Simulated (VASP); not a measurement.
A run of VASP 6.6.1 is set up as follows.

Contents of POSCAR:

```
MgO2
1.0
    1.5245229652      0.8801837444      3.3192799312
   -1.5245229652      0.8801837444      3.3192799312
    0.0000000000     -1.7603674887      3.3192799312
Mg O
1 2
Direct
    0.0000000000      0.0000000000      0.0000000000
    0.4287860000      0.4287860000      0.4287860000
    0.5712140000      0.5712140000      0.5712140000
```

File INCAR.step1:

```
PREC = Accurate ; ENCUT = 920
ISMEAR = 0 ; SIGMA = 0.05
LREAL = False ; LASPH = True
NELM = 120 ; NBANDS = 18
GGA = PE ; ALGO = Normal
EDIFF = 1E-5 ; LWAVE = True
LCHARG = False ; GGA_COMPAT = False
```

INCAR.step2

```
PREC = Accurate ; ENCUT = 920
EDIFF = 1E-6 ; ISMEAR = 0
SIGMA = 0.05 ; LREAL = False
LASPH = True ; NELM = 120
ALGO = Normal ; ISIF = 2
LWAVE = False ; LCHARG = False
METAGGA = R2SCAN ; LMIXTAU = True
NBANDS = 18 ; ISTART = 1
GGA_COMPAT = False
```

File KPOINTS:

```
Automatic mesh
0
Gamma
  12 12 12
```

Potentials or basis: VASP PAW PBE potentials, release 64 (Mg_sv, O).

Launch:

```console
$ cat potpaw_PBE.64/Mg_sv/POTCAR potpaw_PBE.64/O/POTCAR > POTCAR
$ cp INCAR.step1 INCAR
$ mpirun -np 1 vasp_std > vasp.out
$ cp INCAR.step2 INCAR
$ mpirun -np 1 vasp_std > vasp.out
```

Problem. Predict the largest force.

Solution. 0.893 eV/Å.

Problem. Estimate the band gap on the k mesh.

Solution. 3.97 eV.

Stress tensor (GPa, compression positive):
```
16.45  0.00  0.00
 0.00 16.45  0.00
 0.00  0.00 33.84
```

Caveat: the cell differs from its parent crystal (strain -0.050 along x and y, -0.050 along z); the stress differs along the axes, from 16 to 34 GPa; the PAW data sets were made with another functional, which shifts forces and pressure a little. A k mesh can miss the band edges.
